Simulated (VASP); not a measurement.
La2O3:

```
La O
1.0
     6.22472    0.00000    0.00000
    -3.11236    5.39077    0.00000
     0.00000    0.00000    3.27762
La O
2 3
Direct
  0.66667 0.33333 0.50000
  0.33333 0.66667 0.50000
  0.50801 0.00000 0.00000
  0.00000 0.50801 0.00000
  0.49199 0.49199 0.00000
```

Base run:

```yaml
Program: VASP 6.6.1
Functional: PBE
Potentials_or_basis: VASP PAW PBE potentials, release 64 (La, O)
Cutoff: 520 eV
k_mesh: 5 × 5 × 8
Occupations: fermi-dirac, width 0.05 eV
Spin: no spin polarisation
```

Its results: band gap on the k mesh 1.44 eV (least direct gap 2.01 eV); pressure 4.0 GPa; largest force 0.037 eV/Å.

Question: The run is repeated on the same cell with these changes: functional from PBE to LDA; potentials or basis from VASP PAW PBE potentials, release 64 (La, O) to VASP PAW LDA potentials, release 64 (La, O). What comes out?

Answer: Band gap on the k mesh 1.27 eV (least direct gap 1.86 eV); pressure -1.3 GPa; largest force 0.063 eV/Å.

Caveats: spin-orbit coupling is left out, which moves the levels of the heavy elements; an odd mesh through Γ misses points on the zone boundary, where band edges can lie; the cell stands under pressure (at least some runs).
